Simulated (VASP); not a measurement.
# Sn2TeS3 (P4/mmm) in VASP: further runs

Runs on Sn2TeS3. Level: PBE. Tasks: relaxation of cell and atoms, single point.

Program: VASP 6.6.1. These are calculated values, not measurements. Logs are shortened: lines on timing, memory, paths and dates and some standing lists are left out, and cuts for length are marked.

### 1 The cell of the first run

It takes space group P4/mmm (No. 123, tetragonal). The conventional cell has a = 3.535 Å, b = 3.535 Å, c = 10.538 Å, α = 90.00°, β = 90.00°, γ = 90.00°. Within 3.9 Å of Sn (site symmetry 4mm) lie 8 S at 2.99 to 3.06 Å and 1 Te at 3.51 Å and 5 Sn at 3.51 to 3.54 Å. Te (site symmetry 4/mmm) has 8 S at 3.12 Å and 2 Sn at 3.51 Å and 4 Te at 3.54 Å within 4.1 Å. Within 3.9 Å of S (site symmetry 4mm) lie 4 Sn at 2.99 Å and 4 Te at 3.12 Å and 6 S at 3.40 to 3.74 Å. S (site symmetry 4/mmm) has 8 Sn at 3.06 Å and 6 S at 3.40 to 3.54 Å within 4.0 Å.

### 2 Relaxation of cell and atoms, PBE

INCAR

```
SYSTEM = Sn2TeS3
PREC = Accurate
ENCUT = 600
EDIFF = 1E-7
ISMEAR = 0
SIGMA = 0.1
LREAL = .FALSE.
LASPH = .TRUE.
NELM = 80
ALGO = Normal
ISIF = 3
LWAVE = .FALSE.
LCHARG = .FALSE.
GGA = PE
IBRION = 2
NSW = 90
EDIFFG = -0.04
```

KPOINTS

```
Automatic mesh
0
G
  6 6 2
  0 0 0
```

POSCAR

```
Sn2TeS3
1.0
    3.5354158589      0.0000000000      0.0000000000
    0.0000000000      3.5354158589      0.0000000000
    0.0000000000      0.0000000000     10.5383699419
Sn Te S
2 1 3
Direct
    0.0000000000      0.0000000000      0.3332971180
    0.0000000000      0.0000000000      0.6667028820
    0.0000000000      0.0000000000      0.0000000000
    0.5000000000      0.5000000000      0.1775995156
    0.5000000000      0.5000000000      0.5000000000
    0.5000000000      0.5000000000      0.8224004844
```

Potentials or basis: VASP PAW PBE potentials, release 64 (Sn_d, Te, S).

Run with:

```console
$ cat potpaw_PBE.64/Sn_d/POTCAR potpaw_PBE.64/Te/POTCAR potpaw_PBE.64/S/POTCAR > POTCAR
$ mpirun -np 1 vasp_std > vasp.out
```

OUTCAR:

```text
SYSTEM = Sn2TeS3
   PREC = Accurate
   ENCUT = 600
   EDIFF = 1E-7
   ISMEAR = 0
   LREAL = .FALSE.
   LASPH = .TRUE.
   NELM = 80
   ISIF = 3
   GGA = PE
   IBRION = 2
   NSW = 90
   EDIFFG = -0.04

 ion  position               nearest neighbor table
   1  0.000  0.000  0.333-   4 2.99   4 2.99   4 2.99   4 2.99   5 3.06   5 3.06   5 3.06   5 3.06
                             3 3.51   2 3.51
   2  0.000  0.000  0.667-   6 2.99   6 2.99   6 2.99   6 2.99   5 3.06   5 3.06   5 3.06   5 3.06
                             3 3.51   1 3.51
   3  0.000  0.000  0.000-   4 3.12   6 3.12   4 3.12   6 3.12   4 3.12   6 3.12   4 3.12   6 3.12
                             1 3.51   2 3.51
   4  0.500  0.500  0.178-   1 2.99   1 2.99   1 2.99   1 2.99   3 3.12   3 3.12   3 3.12   3 3.12

   5  0.500  0.500  0.500-   1 3.06   2 3.06   1 3.06   2 3.06   1 3.06   2 3.06   1 3.06   2 3.06

   6  0.500  0.500  0.822-   2 2.99   2 2.99   2 2.99   2 2.99   3 3.12   3 3.12   3 3.12   3 3.12

  LATTYP: Found a simple tetragonal cell.
 ALAT       =     3.5354158589
 C/A-ratio  =     2.9808006646

  Lattice vectors:

 A1 = (   3.5354158589,   0.0000000000,   0.0000000000)
 A2 = (   0.0000000000,   3.5354158589,   0.0000000000)
 A3 = (   0.0000000000,   0.0000000000,  10.5383699419)

Analysis of symmetry for initial positions (statically):
=====================================================================
 Subroutine PRICEL returns:
 Original cell was already a primitive cell.

 Routine SETGRP: Setting up the symmetry group for a
 simple tetragonal supercell.

 Subroutine GETGRP returns: Found 16 space group operations
 (whereof 16 operations were pure point group operations)
 out of a pool of 16 trial point group operations.

The static configuration has the point symmetry D_4h.

Analysis of symmetry for dynamics (positions and initial velocities):
=====================================================================
 Subroutine PRICEL returns:
 Original cell was already a primitive cell.

 Routine SETGRP: Setting up the symmetry group for a
 simple tetragonal supercell.

 Subroutine GETGRP returns: Found 16 space group operations
 (whereof 16 operations were pure point group operations)
 out of a pool of 16 trial point group operations.

The dynamic configuration has the point symmetry D_4h.

 Subroutine INISYM returns: Found 16 space group operations
 (whereof 16 operations are pure point group operations),
 and found     1 'primitive' translations

----------------------------------------------------------------------------------------

                                     Primitive cell

  volume of cell :     131.7208

  direct lattice vectors                    reciprocal lattice vectors
     3.535415859  0.000000000  0.000000000     0.282852157  0.000000000  0.000000000
     0.000000000  3.535415859  0.000000000     0.000000000  0.282852157  0.000000000
     0.000000000  0.000000000 10.538369942     0.000000000  0.000000000  0.094891336

  length of vectors
     3.535415859  3.535415859 10.538369942     0.282852157  0.282852157  0.094891336

  position of ions in fractional coordinates (direct lattice)
     0.000000000  0.000000000  0.333297118
     0.000000000  0.000000000  0.666702882
     0.000000000  0.000000000  0.000000000
     0.500000000  0.500000000  0.177599516
     0.500000000  0.500000000  0.500000000
     0.500000000  0.500000000  0.822400484

  ion indices of the primitive-cell ions
   primitive index   ion index
                 1           1
                 2           2
                 3           3
                 4           4
                 5           5
                 6           6

----------------------------------------------------------------------------------------

 KPOINTS: Automatic mesh

Automatic generation of k-mesh.
 Grid dimensions read from file:
 generate k-points for:    6    6    2

 Generating k-lattice:

  Cartesian coordinates                     Fractional coordinates (reciprocal lattice)
     0.047142026  0.000000000  0.000000000     0.166666667  0.000000000  0.000000000
     0.000000000  0.047142026  0.000000000     0.000000000  0.166666667  0.000000000
     0.000000000  0.000000000  0.047445668     0.000000000  0.000000000  0.500000000

  Length of vectors
     0.047142026  0.047142026  0.047445668

  Shift w.r.t. Gamma in fractional coordinates (k-lattice)
     0.000000000  0.000000000  0.000000000

 Subroutine IBZKPT returns following result:
 ===========================================

 Found     20 irreducible k-points:

 Following reciprocal coordinates:
            Coordinates               Weight
  0.000000  0.000000  0.000000      1.000000
  0.166667  0.000000  0.000000      4.000000
  0.333333  0.000000  0.000000      4.000000
  0.500000  0.000000  0.000000      2.000000
  0.166667  0.166667  0.000000      4.000000
  0.333333  0.166667  0.000000      8.000000
[... 12 lines left out ...]
  0.500000  0.333333  0.500000      4.000000
  0.500000  0.500000  0.500000      1.000000
   k-points           NKPTS =     20   k-points in BZ     NKDIM =     20   number of bands    NBANDS=     31
   number of dos      NEDOS =    301   number of ions     NIONS =      6
   total plane-waves  NPLWV =  65856
   dimension x,y,z NGX =    28 NGY =   28 NGZ =   84
   dimension x,y,z NGXF=    56 NGYF=   56 NGZF=  168
   ions per type =               2   1   3
   NGX,Y,Z   is equivalent  to a cutoff of  13.17, 13.17, 13.25 a.u.
   NGXF,Y,Z  is equivalent  to a cutoff of  26.33, 26.33, 26.50 a.u.
 SYSTEM =  Sn2TeS3
   PREC   = accura    normal or accurate (medium, high low for compatibility)
   ISTART =      0    job   : 0-new  1-cont  2-samecut
   ICHARG =      2    charge: 1-file 2-atom 10-const
   ISPIN  =      1    spin polarized calculation?
   LNONCOLLINEAR =      F non collinear calculations
   LSORBIT =      F    spin-orbit coupling
   LASPH  =      T    aspherical Exc in radial PAW
   ENCUT  =  600.0 eV  44.10 Ry    6.64 a.u.   7.06  7.06 21.05*2*pi/ulx,y,z
   NELM   =     80;   NELMIN=  2; NELMDL= -5     # of ELM steps
   EDIFF  = 0.1E-06   stopping-criterion for ELM
   LREAL  =      F    real-space projection
   EDIFFG = -.4E-01   stopping-criterion for IOM
   NSW    =     90    number of steps for IOM
   IBRION =      2    ionic relax: 0-MD 1-quasi-New 2-CG
   NFREE  =      1    steps in history (QN), initial steepest desc. (CG)
   ISIF   =      3    stress and relaxation
   ISYM   =      2    0-nonsym 1-usesym 2-fastsym
   POTIM  = 0.5000    time-step for ionic-motion
   TEBEG  =    0.0;   TEEND  =   0.0 temperature during run
   PSTRESS=    0.0 pullay stress
   NELECT =      52.0000    total number of electrons
   NUPDOWN=      -1.0000    fix difference up-down
   EMIN   =  10.00;   EMAX   =-10.00  energy-range for DOS
   EFERMI =   0.00;   METHOD = LEGACY
   ISMEAR =     0;   SIGMA  =   0.10  broadening in eV -4-tet -1-fermi 0-gaus
   EFERMI_NEDOS =   21; number of points for ismear=-14 and -15
   IALGO  =     38    algorithm
   IMIX   =      4    mixing-type and parameters
     AMIX     =   0.40;   BMIX     =  1.00
     AMIX_MAG =   1.60;   BMIX_MAG =  1.00
  volume/ion in A,a.u.               =      21.95       148.15
  Fermi-wavevector in a.u.,A,eV,Ry     =   1.200949  2.269464 19.623381  1.442278
  Thomas-Fermi vector in A             =   2.336771
   LORBIT       =      0    0 simple, 1 ext, 2 COOP (PROOUT), +10 PAW based schemes
   GGA     = PE    functional components
   LHFCALC =     F    Hartree Fock is set to
   AEXX    =    0.0000 exact exchange contribution
   IVDW    =     0    specifies the selected vdW correction
   LEPSILON=     F    determine dielectric tensor
   LRPA    =     F    only Hartree local field effects (RPA)
 conjugate gradient relaxation of ions
 non-spin polarized calculation
 Gauss-broadening in eV      SIGMA  =   0.10
  energy-cutoff  :      600.00
  volume of cell :      131.72
 maximum number of plane-waves:      4428
   NGX = 15   NGY = 15   NGZ = 43

--------------------------------------- Ionic step        1  -------------------------------------------

 number of electron      52.0000021 magnetization

 Free energy of the ion-electron system (eV)
  ---------------------------------------------------
  ext. energy  EPLUGINS =         0.00000000
  ---------------------------------------------------
  free energy    TOTEN  =       -22.61532424 eV

  energy without entropy =      -22.59222932  energy(sigma->0) =      -22.60377678

------------------------ aborting loop because EDIFF is reached ----------------------------------------

  FORCE on cell =-STRESS in cart. coord.  units (eV):
  Direction    XX          YY          ZZ          XY          YZ          ZX
  --------------------------------------------------------------------------------------
  -------------------------------------------------------------------------------------
  Total       -0.6874725     -0.6874725      0.9104349      0.0000000      0.0000000     -0.0000000
  in kB       -8.3620249     -8.3620249     11.0740130      0.0000000      0.0000000     -0.0000000
  external PRESSURE =      -1.8833456 kB  Pullay stress =       0.0000000 kB
[... 185 lines left out ...]
  energy  without entropy=      -22.6114250779  energy(sigma->0) =      -22.62292342

--------------------------------------- Ionic step        6  -------------------------------------------

 number of electron      52.0000002 magnetization

 Free energy of the ion-electron system (eV)
  ---------------------------------------------------
  ext. energy  EPLUGINS =         0.00000000
  ---------------------------------------------------
  free energy    TOTEN  =       -22.63521753 eV

  energy without entropy =      -22.61260647  energy(sigma->0) =      -22.62391200

 E-fermi :   7.5682     XC(G=0): -10.5040

 val. band max:        7.5558087143   @ k =   0.1667   0.1667   0.5000
 cond. band min:       7.5981309369   @ k =   0.5000   0.0000   0.0000
 fundamental gap:      0.0423222226
 Fermi energy:         7.5682314818

 k-point     1 :       0.0000    0.0000    0.0000
  band No.  band energies     occupation
      1     -14.0794      2.00000
      2     -14.0777      2.00000
      3     -14.0511      2.00000
      4     -14.0186      2.00000
      5     -13.9850      2.00000
      6     -13.9850      2.00000
[... 702 lines left out ...]
  FREE ENERGIE OF THE ION-ELECTRON SYSTEM (eV)
  ---------------------------------------------------
  free  energy   TOTEN  =       -22.6352175288 eV

  energy  without entropy=      -22.6126064705  energy(sigma->0) =      -22.62391200

 reached required accuracy - stopping structural energy minimisation
```

It took 3.3 min on 1 thread of Intel Xeon 6975P-C (Granite Rapids), shared host; peak memory 0.31 GiB.

Results:

```yaml
Free_energy: -22.6352 eV
Relaxed_volume: 21.91 Å³/atom
Relaxed_cell: a = 3.508 Å, b = 3.508 Å, c = 10.683 Å, α = 90.00°, β = 90.00°, γ = 90.00°
Space_group_after_relaxing_to_0.05_Å: P4/mmm (No. 123)
Energy_gained_by_relaxing: 3.3 meV/atom
Ionic_steps: 6
Pressure_after_relaxing: 0.0 GPa
Largest_force_after_relaxing: 0.012 eV/Å
Band_gap_on_the_k_mesh: zero (band 26 reaches 8.84 eV, above the bottom of band 27 at 5.67 eV)
```

Forces on the atoms (eV/Å):
```
Sn   0.000  0.000 -0.012
Sn   0.000  0.000  0.012
Te   0.000  0.000  0.000
S    0.000  0.000 -0.003
S    0.000  0.000  0.000
S    0.000  0.000  0.003
```

The path:
```tsv
step	energy change (eV)	largest force (eV/Å)	pressure (GPa)	volume (Å³)
1	0.0000	0.2132	-0.19	131.72
2	-0.0136	0.1609	0.03	131.22
3	-0.0169	0.1189	0.23	130.83
4	-0.0188	0.0741	-0.05	131.47
5	-0.0191	0.0510	-0.20	131.81
6	-0.0199	0.0122	-0.05	131.46
```

Final structure:
```cif
data_structure
_symmetry_space_group_name_H-M 'P 1'
_symmetry_Int_Tables_number 1
_cell_length_a 3.5079
_cell_length_b 3.5079
_cell_length_c 10.6826
_cell_angle_alpha 90.000
_cell_angle_beta 90.000
_cell_angle_gamma 90.000
_cell_volume 131.46
loop_
_atom_site_label
_atom_site_type_symbol
_atom_site_fract_x
_atom_site_fract_y
_atom_site_fract_z
_atom_site_occupancy
Sn1 Sn 0.00000 0.00000 0.32982 1
Sn2 Sn 0.00000 0.00000 0.67018 1
Te1 Te 0.00000 0.00000 0.00000 1
S1 S 0.50000 0.50000 0.17702 1
S2 S 0.50000 0.50000 0.50000 1
S3 S 0.50000 0.50000 0.82298 1
```

Caveat: spin-orbit coupling is left out, which moves the levels of the heavy elements.

### 3 Single point, PBE

This run uses another cell than the first one, of 21.90 Å³/atom, 0.998 times its volume.

INCAR

```
SYSTEM = Sn2TeS3
PREC = Accurate
ENCUT = 520
EDIFF = 1E-6
ISMEAR = 0
SIGMA = 0.1
LREAL = .FALSE.
LASPH = .TRUE.
NELM = 60
ALGO = Normal
ISIF = 2
LWAVE = .FALSE.
LCHARG = .FALSE.
GGA = PE
NBANDS = 35
```

KPOINTS

```
regular mesh
0
G
  10 10 4
  0 0 0
```

POSCAR

```
Sn2TeS3
1.0
    3.5084405343      0.0000000000      0.0000000000
    0.0000000000      3.5084405343      0.0000000000
    0.0000000000      0.0000000000     10.6744889346
Sn Te S
2 1 3
Direct
    0.0000000000      0.0000000000      0.3317595780
    0.0000000000      0.0000000000      0.6682404220
    0.0000000000      0.0000000000      0.0000000000
    0.5000000000      0.5000000000      0.1772786321
    0.5000000000      0.5000000000      0.5000000000
    0.5000000000      0.5000000000      0.8227213679
```

Potentials or basis: VASP PAW PBE potentials, release 64 (Sn_d, Te, S).

Run with:

```console
$ cat potpaw_PBE.64/Sn_d/POTCAR potpaw_PBE.64/Te/POTCAR potpaw_PBE.64/S/POTCAR > POTCAR
$ mpirun -np 1 vasp_std > vasp.out
```

It took 2.2 min on 1 thread of Intel Xeon 6975P-C (Granite Rapids), shared host; peak memory 0.4 GiB.

It converged, with:

```yaml
Free_energy: -22.7025 eV
Pressure: -0.1 GPa
Largest_force: 0.007 eV/Å
Band_gap_on_the_k_mesh: zero (band 26 reaches 8.84 eV, above the bottom of band 27 at 5.68 eV)
```

Forces in eV/Å, atoms in the order of the input:
```
Sn   0.000  0.000 -0.007
Sn   0.000  0.000  0.007
Te   0.000  0.000  0.000
S    0.000  0.000  0.004
S    0.000  0.000  0.000
S    0.000  0.000 -0.004
```

Levels at points of the mesh, in eV from the Fermi level:
```tsv
k point	band 24	band 25	band 26	band 27	band 28	band 29
(0.00, 0.00, 0.00)	-1.39	-1.39	1.27	1.44	1.44	1.65
(0.50, 0.00, 0.00)	-0.99	-0.66	0.05	0.85	0.98	2.37
(0.50, 0.50, 0.00)	-2.90	-1.50	-1.44	-1.44	-0.80	0.06
(0.00, 0.00, 0.50)	-1.08	-0.56	-0.12	1.27	1.27	3.27
(0.50, 0.00, 0.50)	-1.04	-0.64	0.28	0.86	1.47	1.62
(0.50, 0.50, 0.50)	-2.34	-2.34	-2.29	-1.88	-1.42	1.50
```

Caveat: spin-orbit coupling is left out, which moves the levels of the heavy elements.

### 4 Relaxation of cell and atoms, PBE

This run uses another cell than the first one, of 32.45 Å³/atom, 1.478 times its volume.

INCAR

```
SYSTEM = Sn2TeS3
ALGO     = Normal         ! electronic algorithm
EDIFF    = 1E-6           ! SCF threshold, eV
EDIFFG   = -0.04          ! ionic threshold
ENCUT    = 600            ! plane-wave cutoff, eV
GGA      = PE             ! functional
IBRION   = 2              ! ionic algorithm
ISIF     = 3              ! what is computed and relaxed
ISMEAR   = 0              ! smearing method
LASPH    = .TRUE.         ! aspherical terms in the spheres
LCHARG   = .FALSE.        ! write CHGCAR
LREAL    = .FALSE.        ! projectors in reciprocal space
LWAVE    = .FALSE.        ! write WAVECAR
NELM     = 100            ! most SCF steps
NSW      = 90             ! ionic steps
PREC     = Accurate       ! precision mode
SIGMA    = 0.1            ! smearing width, eV
```

KPOINTS

```
k-points
0
G
  4 4 2
  0 0 0
```

POSCAR

```
Sn2TeS3
1.0
    3.9467680000      0.0000000000      0.0000000000
    0.0000000000      3.9467680000      0.0000000000
    0.0000000000      0.0000000000     12.4974949300
Sn Te S
2 1 3
Direct
    0.0000000000      0.0000000000      0.3334420000
    0.0000000000      0.0000000000      0.6665580000
    0.0000000000      0.0000000000      0.0000000000
    0.5000000000      0.5000000000      0.1787200000
    0.5000000000      0.5000000000      0.5000000000
    0.5000000000      0.5000000000      0.8212800000
```

Run with:

```console
$ cat potpaw_PBE.64/Sn_d/POTCAR potpaw_PBE.64/Te/POTCAR potpaw_PBE.64/S/POTCAR > POTCAR
$ mpirun -np 1 vasp_std > vasp.out
```

It took 5.5 min on 1 thread of Intel Xeon 6975P-C (Granite Rapids), shared host; peak memory 0.39 GiB.

Results (log left out):

| Property | Result |
| --- | --- |
| Free energy | -22.6796 eV |
| Relaxed volume | 21.95 Å³/atom |
| Relaxed cell | a = 3.533 Å, b = 3.533 Å, c = 10.551 Å, α = 90.00°, β = 90.00°, γ = 90.00° |
| Space group after relaxing (to 0.05 Å) | P4/mmm (No. 123) |
| Energy gained by relaxing | 484.7 meV/atom |
| Ionic steps | 11 |
| Pressure after relaxing | 0.0 GPa |
| Largest force after relaxing | 0.022 eV/Å |
| Band gap on the k mesh | zero (band 26 reaches 8.75 eV, above the bottom of band 27 at 5.66 eV) |

Forces in eV/Å, atoms in the order of the input:
```
Sn   0.000  0.000 -0.017
Sn   0.000  0.000  0.017
Te   0.000  0.000  0.000
S    0.000  0.000 -0.022
S    0.000  0.000  0.000
S    0.000  0.000  0.022
```

Stress tensor (GPa, compression positive):
```
 0.01  0.00  0.00
 0.00  0.01  0.00
 0.00  0.00 -0.12
```

The path:
```tsv
step	energy change (eV)	largest force (eV/Å)	pressure (GPa)	volume (Å³)
1	0.0000	0.3045	-10.00	194.67
2	-2.7215	0.0218	-4.28	142.95
3	-2.8922	0.0754	-0.19	132.17
4	-2.8925	0.0825	0.32	131.08
5	-2.9027	0.0899	0.32	131.17
6	-2.9059	0.0789	0.26	131.25
7	-2.9059	0.0805	0.26	131.25
8	-2.9070	0.0572	-0.17	132.10
9	-2.9070	0.0599	-0.13	132.02
10	-2.9077	0.0464	-0.09	131.90
11	-2.9083	0.0222	-0.04	131.70
```

Final structure:
```cif
data_structure
_symmetry_space_group_name_H-M 'P 1'
_symmetry_Int_Tables_number 1
_cell_length_a 3.5330
_cell_length_b 3.5330
_cell_length_c 10.5512
_cell_angle_alpha 90.000
_cell_angle_beta 90.000
_cell_angle_gamma 90.000
_cell_volume 131.70
loop_
_atom_site_label
_atom_site_type_symbol
_atom_site_fract_x
_atom_site_fract_y
_atom_site_fract_z
_atom_site_occupancy
Sn1 Sn 0.00000 0.00000 0.33368 1
Sn2 Sn 0.00000 0.00000 0.66632 1
Te1 Te 0.00000 0.00000 0.00000 1
S1 S 0.50000 0.50000 0.17783 1
S2 S 0.50000 0.50000 0.50000 1
S3 S 0.50000 0.50000 0.82217 1
```

Levels at points of the mesh, in eV from the Fermi level:
```csv
k point,band 22,band 23,band 24,band 25,band 26,band 27,band 28,band 29,band 30,band 31
"(0.00, 0.00, 0.00)",-1.55,-1.54,-1.33,-1.33,1.33,1.51,1.51,1.70,4.27,4.52
"(0.50, 0.00, 0.00)",-0.99,-0.95,-0.93,-0.57,0.23,0.83,1.14,2.44,3.21,4.10
"(0.50, 0.50, 0.00)",-4.25,-2.85,-2.82,-1.37,-1.23,-1.23,-0.59,0.15,0.49,0.49
"(0.00, 0.00, 0.50)",-2.00,-0.98,-0.98,-0.57,-0.09,1.33,1.33,3.34,3.86,4.34
"(0.50, 0.00, 0.50)",-1.22,-1.08,-0.99,-0.55,0.44,0.84,1.55,1.74,3.73,3.73
"(0.50, 0.50, 0.50)",-3.27,-3.27,-2.23,-2.16,-2.16,-1.76,-1.23,1.70,1.70,1.77
```

Caveat: the k points lie up to 0.44 Å⁻¹ apart in the final cell; the volume moved by over 15 % at a fixed basis, so the end points are rough; spin-orbit coupling is left out, which moves the levels of the heavy elements.

### 5 The runs side by side

| task | cell | k mesh | cutoff (eV) | gap on the mesh (eV) | pressure (GPa) | relaxed volume (Å³/atom) | largest force (eV/Å) |
| --- | --- | --- | --- | --- | --- | --- | --- |
| relaxation of cell and atoms | relaxed from a = 3.535, b = 3.535, c = 10.538 Å, 6 atoms | 6 × 6 × 2 | 600 | none | 0.0 | 21.91 | 0.01 |
| single point | a = 3.508, b = 3.508, c = 10.674 Å, 6 atoms | 10 × 10 × 4 | 520 | none | -0.1 | - | 0.01 |
| relaxation of cell and atoms | relaxed from a = 3.947, b = 3.947, c = 12.497 Å, 6 atoms | 4 × 4 × 2 | 600 | none | 0.0 | 21.95 | 0.02 |

Alike in all rows: level PBE; potentials or basis VASP PAW PBE potentials, release 64 (Sn_d, Te, S); no spin polarisation; smearing gaussian 0.1 eV.

Caveats: some runs use coarse meshes; spin-orbit coupling is left out, which moves the levels of the heavy elements; the volume moved by over 15 % at a fixed basis, so the end points are rough (some runs).

Absolute energies hang on the potentials; compare differences alone.
